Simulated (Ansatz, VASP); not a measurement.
**GaF: VASP beside Ansatz**

```
Ga F
1.0
     3.16592    0.00000    0.00000
     0.00000    3.16592    0.00000
     0.00000    0.00000    3.16592
Ga F
1 1
Direct
  0.00000 0.00000 0.00000
  0.50000 0.50000 0.50000
```

Alike in both runs: task single point; functional r2SCAN-based global hybrid; k mesh 5 × 5 × 5; occupations fermi-dirac, width 0.05 eV; no spin polarisation.

|  | VASP | Ansatz |
| --- | --- | --- |
| version | VASP 6.6.1 | Ansatz 0.2.0 |
| potentials or method | VASP PAW PBE potentials, release 64 (Ga_d, F) | Ansatz PAW |
| plane-wave cutoff (eV) | 520 | 500 |
| valence electrons in the cell | 20 | 20 |

```tsv
	VASP	Ansatz	Ansatz less VASP
gap on the k mesh at the Fermi level (eV)	3.27	3.24	-0.030
least direct gap on the mesh (eV)	4.03	4.02	-0.016
pressure (GPa)	-2.0	-1.9	+0.13
```

VASP's potentials were made for PBE, not for r2SCAN-based global hybrid.

Noted on Ansatz's run: odd divisions of the mesh miss points on the zone boundary, where band edges often lie, so the gap on the mesh can be too wide.
